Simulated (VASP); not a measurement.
# As (Fm-3m) in VASP: notebook

Runs on As. Level: PBE. Tasks: single point.

Everything below comes from runs of VASP 6.6.1. Logs are shortened: lines on timing, memory, paths and dates and some standing lists are left out, and cuts for length are marked.

### 1 The cell of the first run

It takes space group Fm-3m (No. 225, cubic). Conventional cell: a = 4.317 Å, b = 4.317 Å, c = 4.317 Å, α = 90.00°, β = 90.00°, γ = 90.00°. Within 4.0 Å of As (site symmetry m-3m) lie 12 As at 3.05 Å.

### 2 Single point, PBE (volume scaled by 1.04)

File INCAR:

```
SYSTEM = As
  PREC = Accurate
  ENCUT = 520
  EDIFF = 1E-6
  ISMEAR = -1
  SIGMA = 0.1
  LREAL = .FALSE.
  LASPH = .TRUE.
  NELM = 60
  ALGO = Normal
  ISIF = 2
  LWAVE = .FALSE.
  LCHARG = .FALSE.
  GGA = PE
  NBANDS = 8
```

File KPOINTS:

```
regular mesh
0
G
  21 21 21
  0 0 0
```

File POSCAR:

```
As
1.0
    0.0000000000      2.1585363517      2.1585363517
    2.1585363517      0.0000000000      2.1585363517
    2.1585363517      2.1585363517      0.0000000000
As
1
Direct
    0.0000000000      0.0000000000      0.0000000000
```

Potentials or basis: VASP PAW PBE potentials, release 64 (As).

Started as:

```
cat potpaw_PBE.64/As/POTCAR > POTCAR
mpirun -np 1 vasp_std > vasp.out
```

OUTCAR:

```text
SYSTEM = As
   PREC = Accurate
   ENCUT = 520
   EDIFF = 1E-6
   ISMEAR = -1
   LREAL = .FALSE.
   LASPH = .TRUE.
   NELM = 60
   ISIF = 2
   GGA = PE

 ion  position               nearest neighbor table
   1  0.000  0.000  0.000-

  LATTYP: Found a face centered cubic cell.
 ALAT       =     4.3170727034

  Lattice vectors:

 A1 = (   0.0000000000,   2.1585363517,   2.1585363517)
 A2 = (   2.1585363517,   0.0000000000,   2.1585363517)
 A3 = (   2.1585363517,   2.1585363517,   0.0000000000)

Analysis of symmetry for initial positions (statically):
=====================================================================
 Subroutine PRICEL returns:
 Original cell was already a primitive cell.

 Routine SETGRP: Setting up the symmetry group for a
 face centered cubic supercell.

 Subroutine GETGRP returns: Found 48 space group operations
 (whereof 48 operations were pure point group operations)
 out of a pool of 48 trial point group operations.

The static configuration has the point symmetry O_h .

Analysis of symmetry for dynamics (positions and initial velocities):
=====================================================================
 Subroutine PRICEL returns:
 Original cell was already a primitive cell.

 Routine SETGRP: Setting up the symmetry group for a
 face centered cubic supercell.

 Subroutine GETGRP returns: Found 48 space group operations
 (whereof 48 operations were pure point group operations)
 out of a pool of 48 trial point group operations.

The dynamic configuration has the point symmetry O_h .

 Subroutine INISYM returns: Found 48 space group operations
 (whereof 48 operations are pure point group operations),
 and found     1 'primitive' translations

----------------------------------------------------------------------------------------

                                     Primitive cell

  volume of cell :      20.1144

  direct lattice vectors                    reciprocal lattice vectors
     0.000000000  2.158536352  2.158536352    -0.231638443  0.231638443  0.231638443
     2.158536352  0.000000000  2.158536352     0.231638443 -0.231638443  0.231638443
     2.158536352  2.158536352  0.000000000     0.231638443  0.231638443 -0.231638443

  length of vectors
     3.052631383  3.052631383  3.052631383     0.401209553  0.401209553  0.401209553

  position of ions in fractional coordinates (direct lattice)
     0.000000000  0.000000000  0.000000000

  ion indices of the primitive-cell ions
   primitive index   ion index
                 1           1

----------------------------------------------------------------------------------------

 KPOINTS: regular mesh

Automatic generation of k-mesh.
 Grid dimensions read from file:
 generate k-points for:   21   21   21

 Generating k-lattice:

  Cartesian coordinates                     Fractional coordinates (reciprocal lattice)
    -0.011030402  0.011030402  0.011030402     0.047619048  0.000000000  0.000000000
     0.011030402 -0.011030402  0.011030402     0.000000000  0.047619048  0.000000000
     0.011030402  0.011030402 -0.011030402     0.000000000  0.000000000  0.047619048

  Length of vectors
     0.019105217  0.019105217  0.019105217

  Shift w.r.t. Gamma in fractional coordinates (k-lattice)
     0.000000000  0.000000000  0.000000000

 Subroutine IBZKPT returns following result:
 ===========================================

 Found    286 irreducible k-points:

 Following reciprocal coordinates:
            Coordinates               Weight
  0.000000  0.000000  0.000000      1.000000
  0.047619  0.000000  0.000000      8.000000
  0.095238  0.000000  0.000000      8.000000
  0.142857  0.000000  0.000000      8.000000
  0.190476  0.000000  0.000000      8.000000
  0.238095  0.000000  0.000000      8.000000
[... 16 lines left out ...]
 -0.428571  0.047619  0.000000     24.000000
 -0.380952  0.047619  0.000000     24.000000
 [... further k-points ...]
   k-points           NKPTS =    286   k-points in BZ     NKDIM =    286   number of bands    NBANDS=      8
   number of dos      NEDOS =    301   number of ions     NIONS =      1
   total plane-waves  NPLWV =  13824
   dimension x,y,z NGX =    24 NGY =   24 NGZ =   24
   dimension x,y,z NGXF=    48 NGYF=   48 NGZF=   48
   ions per type =               1
   NGX,Y,Z   is equivalent  to a cutoff of  13.07, 13.07, 13.07 a.u.
   NGXF,Y,Z  is equivalent  to a cutoff of  26.14, 26.14, 26.14 a.u.
 SYSTEM =  As
   PREC   = accura    normal or accurate (medium, high low for compatibility)
   ISTART =      0    job   : 0-new  1-cont  2-samecut
   ICHARG =      2    charge: 1-file 2-atom 10-const
   ISPIN  =      1    spin polarized calculation?
   LNONCOLLINEAR =      F non collinear calculations
   LSORBIT =      F    spin-orbit coupling
   LASPH  =      T    aspherical Exc in radial PAW
   ENCUT  =  520.0 eV  38.22 Ry    6.18 a.u.   5.68  5.68  5.68*2*pi/ulx,y,z
   NELM   =     60;   NELMIN=  2; NELMDL= -5     # of ELM steps
   EDIFF  = 0.1E-05   stopping-criterion for ELM
   LREAL  =      F    real-space projection
   EDIFFG = 0.1E-04   stopping-criterion for IOM
   NSW    =      0    number of steps for IOM
   IBRION =     -1    ionic relax: 0-MD 1-quasi-New 2-CG
   NFREE  =      0    steps in history (QN), initial steepest desc. (CG)
   ISIF   =      2    stress and relaxation
   ISYM   =      2    0-nonsym 1-usesym 2-fastsym
   POTIM  = 0.5000    time-step for ionic-motion
   TEBEG  =    0.0;   TEEND  =   0.0 temperature during run
   PSTRESS=    0.0 pullay stress
   NELECT =       5.0000    total number of electrons
   NUPDOWN=      -1.0000    fix difference up-down
   EMIN   =  10.00;   EMAX   =-10.00  energy-range for DOS
   EFERMI =   0.00;   METHOD = LEGACY
   ISMEAR =    -1;   SIGMA  =   0.10  broadening in eV -4-tet -1-fermi 0-gaus
   EFERMI_NEDOS =   21; number of points for ismear=-14 and -15
   IALGO  =     38    algorithm
   IMIX   =      4    mixing-type and parameters
     AMIX     =   0.40;   BMIX     =  1.00
     AMIX_MAG =   1.60;   BMIX_MAG =  1.00
  volume/ion in A,a.u.               =      20.11       135.74
  Fermi-wavevector in a.u.,A,eV,Ry     =   1.029348  1.945185 14.416146  1.059557
  Thomas-Fermi vector in A             =   2.163391
   LORBIT       =      0    0 simple, 1 ext, 2 COOP (PROOUT), +10 PAW based schemes
   GGA     = PE    functional components
   LHFCALC =     F    Hartree Fock is set to
   AEXX    =    0.0000 exact exchange contribution
   IVDW    =     0    specifies the selected vdW correction
   LEPSILON=     F    determine dielectric tensor
   LRPA    =     F    only Hartree local field effects (RPA)
 non-spin polarized calculation
  energy-cutoff  :      520.00
  volume of cell :       20.11
 maximum number of plane-waves:       556
   NGX = 11   NGY = 11   NGZ = 11

 number of electron       5.0000000 magnetization

 Free energy of the ion-electron system (eV)
  ---------------------------------------------------
  ext. energy  EPLUGINS =         0.00000000
  ---------------------------------------------------
  free energy    TOTEN  =        -4.13182568 eV

  energy without entropy =       -4.11256299  energy(sigma->0) =       -4.12219434

 E-fermi :   5.9586     XC(G=0): -10.5366

 val. band max:        5.9541164512   @ k =  -0.4762   0.2381   0.0952
 cond. band min:       5.9877650132   @ k =   0.2857   0.2381   0.0000
 fundamental gap:      0.0336485621
 Fermi energy:         5.9586431422

 k-point     1 :       0.0000    0.0000    0.0000
  band No.  band energies     occupation
      1      -8.7361      2.00000
      2      11.2751      0.00000
      3      11.2751      0.00000
      4      11.2751      0.00000
      5      18.0825      0.00000
      6      18.0825      0.00000
      7      18.0825      0.00000
      8      19.1455      0.00000

 k-point     2 :       0.0476    0.0000    0.0000
  band No.  band energies     occupation
      1      -8.6855      2.00000
      2      10.8443      0.00000
      3      11.2195      0.00000
      4      11.2195      0.00000
      5      17.8074      0.00000
      6      18.1923      0.00000
      7      18.1923      0.00000
      8      19.3959      0.00000

 k-point     3 :       0.0952    0.0000    0.0000
  band No.  band energies     occupation
      1      -8.5342      2.00000
      2       9.7603      0.00000
      3      11.0672      0.00000
      4      11.0672      0.00000
      5      17.2817      0.00000
      6      18.4842      0.00000
      7      18.4842      0.00000
      8      20.0694      0.00000

 k-point     4 :       0.1429    0.0000    0.0000
  band No.  band energies     occupation
      1      -8.2834      2.00000
      2       8.3569      0.00000
      3      10.8520      0.00000
      4      10.8520      0.00000
      5      16.7747      0.00000
      6      18.8271      0.00000
      7      18.8271      0.00000
      8      20.9246      0.00000

 k-point     5 :       0.1905    0.0000    0.0000
  band No.  band energies     occupation
      1      -7.9353      2.00000
      2       6.8425      0.00029
      3      10.6104      0.00000
      4      10.6104      0.00000
      5      16.3456      0.00000
      6      18.9563      0.00000
      7      18.9563      0.00000
      8      21.6487      0.00000
[... 177 lines left out ...]
 k-point    22 :      -0.4762    0.0476    0.0000
  band No.  band energies     occupation
      1      -4.6313      2.00000
      2      -0.3690      2.00000
      3       9.2817      0.00000
      4       9.6056      0.00000
      5      15.5990      0.00000
      6      16.6461      0.00000
      7      17.2390      0.00000
      8      20.1168      0.00000

 k-point    23 :      -0.4286    0.0476    0.0000
  band No.  band energies     occupation
      1      -4.9249      2.00000
      2       0.0571      2.00000
      3       9.2268      0.00000
      4       9.7311      0.00000
      5      15.6381      0.00000
      6      16.7926      0.00000
      7      17.2297      0.00000
      8      20.2366      0.00000

 k-point    24 :      -0.3810    0.0476    0.0000
  band No.  band energies     occupation
      1      -5.4851      2.00000
      2       0.9472      2.00000
      3       9.2292      0.00000
      4       9.9007      0.00000
      5      15.7042      0.00000
      6      17.0783      0.00000
      7      17.3493      0.00000
      8      20.4979      0.00000

 [... further k-points ...]

------------------------ aborting loop because EDIFF is reached ----------------------------------------

  FORCE on cell =-STRESS in cart. coord.  units (eV):
  Direction    XX          YY          ZZ          XY          YZ          ZX
  --------------------------------------------------------------------------------------
  -------------------------------------------------------------------------------------
  Total       -0.3643746     -0.3643746     -0.3643746     -0.0000000     -0.0000000      0.0000000
  in kB      -29.0235545    -29.0235545    -29.0235545     -0.0000000     -0.0000000      0.0000000
  external PRESSURE =     -29.0235545 kB  Pullay stress =       0.0000000 kB

 VOLUME and BASIS-vectors are now :
 -----------------------------------------------------------------------------
  energy-cutoff  :      520.00
  volume of cell :       20.11
      direct lattice vectors                 reciprocal lattice vectors
     0.000000000  2.158536352  2.158536352    -0.231638443  0.231638443  0.231638443
     2.158536352  0.000000000  2.158536352     0.231638443 -0.231638443  0.231638443
     2.158536352  2.158536352  0.000000000     0.231638443  0.231638443 -0.231638443

 POSITION                                       TOTAL-FORCE (eV/Angst)
 -----------------------------------------------------------------------------------
      0.00000      0.00000      0.00000         0.000000      0.000000      0.000000
 -----------------------------------------------------------------------------------
    total drift:                                0.000000     -0.000000      0.000000

  FREE ENERGIE OF THE ION-ELECTRON SYSTEM (eV)
  ---------------------------------------------------
  free  energy   TOTEN  =        -4.1318256783 eV

  energy  without entropy=       -4.1125629948  energy(sigma->0) =       -4.12219434
```

Wall time 32 s (1 thread of Intel Xeon 8259CL, shared host); peak memory 0.17 GiB.

What came out:

```yaml
Free_energy: -4.1318 eV
Pressure: -2.9 GPa
```

### 3 Single point, PBE (volume scaled by 1.08)

File INCAR:

```
PREC     = Accurate       # precision mode
ENCUT    = 520            # plane-wave cutoff, eV
EDIFF    = 1E-6           # SCF threshold, eV
ISMEAR   = -1             # smearing method
SIGMA    = 0.1            # smearing width, eV
LREAL    = F              # projectors in reciprocal space
LASPH    = T              # aspherical terms in the spheres
NELM     = 80             # most SCF steps
ALGO     = Normal         # electronic algorithm
ISIF     = 2              # what is computed and relaxed
LWAVE    = F              # write WAVECAR
LCHARG   = F              # write CHGCAR
GGA      = PE             # functional
NBANDS   = 8              # bands
```

File KPOINTS:

```
Automatic mesh
0
Gamma
  21 21 21
```

File POSCAR:

```
As
1.0
    0.0000000000      2.1858624976      2.1858624976
    2.1858624976      0.0000000000      2.1858624976
    2.1858624976      2.1858624976      0.0000000000
As
1
Direct
    0.0000000000      0.0000000000      0.0000000000
```

Potentials or basis: VASP PAW PBE potentials, release 64 (As).

Started as:

```
cat potpaw_PBE.64/As/POTCAR > POTCAR
mpirun -np 1 vasp_std > vasp.out
```

Run time: 38 s. Hardware: 1 thread of Intel Xeon 8259CL, shared host; peak memory 0.17 GiB.

The run converged. Its results:

- Free energy: -4.1121 eV
- Pressure: -5.2 GPa

Levels at points of the mesh, in eV from the Fermi level:
| k point | band 1 | band 2 | band 3 | band 4 | band 5 |
| --- | --- | --- | --- | --- | --- |
| (0.00, 0.00, 0.00) | -14.38 | 5.04 | 5.04 | 5.04 | 11.98 |

### 4 Single point, PBE (volume scaled by 1.12)

File INCAR:

```
ALGO = Normal ; EDIFF = 1E-7
ENCUT = 520 ; GGA = PE
ISIF = 2 ; ISMEAR = -1
LASPH = True ; LCHARG = False
LREAL = False ; LWAVE = False
NBANDS = 8 ; NELM = 100
PREC = Accurate ; SIGMA = 0.1
```

File KPOINTS:

```
k-points
0
Gamma
  21 21 21
```

File POSCAR:

```
As
1.0
    0.0000000000      2.2125219847      2.2125219847
    2.2125219847      0.0000000000      2.2125219847
    2.2125219847      2.2125219847      0.0000000000
As
1
Direct
    0.0000000000      0.0000000000      0.0000000000
```

Started as:

```
cat potpaw_PBE.64/As/POTCAR > POTCAR
mpirun -np 1 vasp_std > vasp.out
```

Wall time 32 s (1 thread of Intel Xeon 8259CL, shared host); peak memory 0.17 GiB.

The run converged. Its results:

| Property | Result |
| --- | --- |
| Free energy | -4.0822 eV |
| Pressure | -7.1 GPa |

Levels at points of the mesh, in eV from the Fermi level:
```csv
k point,band 1,band 2,band 3,band 4,band 5,band 6
"(0.00, 0.00, 0.00)",-14.10,4.78,4.78,4.78,11.85,11.85
```

### 5 Overview

```csv
cell,gap on the mesh (eV),pressure (GPa)
"a = 3.053 Å, angles 60.0°, 1 atom",none,-2.9
"a = 3.091 Å, angles 60.0°, 1 atom",none,-5.2
"a = 3.129 Å, angles 60.0°, 1 atom",none,-7.1
```

Alike in all rows: task single point; level PBE; potentials or basis VASP PAW PBE potentials, release 64 (As); no spin polarisation; k mesh 21 × 21 × 21; cutoff (eV) 520; smearing fermi-dirac 0.1 eV.

Total energies depend on the potentials used, so only differences within one code and one set of settings carry meaning.
